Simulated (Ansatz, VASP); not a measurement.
## One calculation of Cu3S, two programs

```xyz
4
Lattice="3.7055 0.0000 0.0000 0.0000 3.7055 0.0000 0.0000 0.0000 3.7055" Properties=species:S:1:pos:R:3 pbc="T T T"
Cu    0.0000    1.8528    1.8528
Cu    1.8528    0.0000    1.8528
Cu    1.8528    1.8528    0.0000
S     0.0000    0.0000    0.0000
```

Alike in both runs: functional PBE; k mesh 12 × 12 × 12; occupations gaussian, width 0.1 eV; no spin polarisation.

Ansatz relaxed the structure, and its values are those at the end. VASP's run is a single point on that final structure, the one shown.

|  | VASP | Ansatz |
| --- | --- | --- |
| version | VASP 6.6.1 | Ansatz 0.2.0 |
| potentials or method | VASP PAW PBE potentials, release 64 (Cu, S), cutoff 520 eV | scalar-relativistic, plane waves, PAW |
| valence electrons in the cell | 39 | 63 |

|  | VASP | Ansatz | Ansatz less VASP |
| --- | --- | --- | --- |
| gap on the k mesh at the Fermi level (eV) | none | none | - |
| pressure (GPa) | 0.3 | 0.0 | -0.32 |

A gap of «none» marks a metal or a gap that the smearing closes. With one functional, cell and mesh, what is left measures potentials, basis and numerics. VASP's potentials hold 39 valence electrons a cell and Ansatz's 63, so a difference there can come from the potentials and not from the codes.
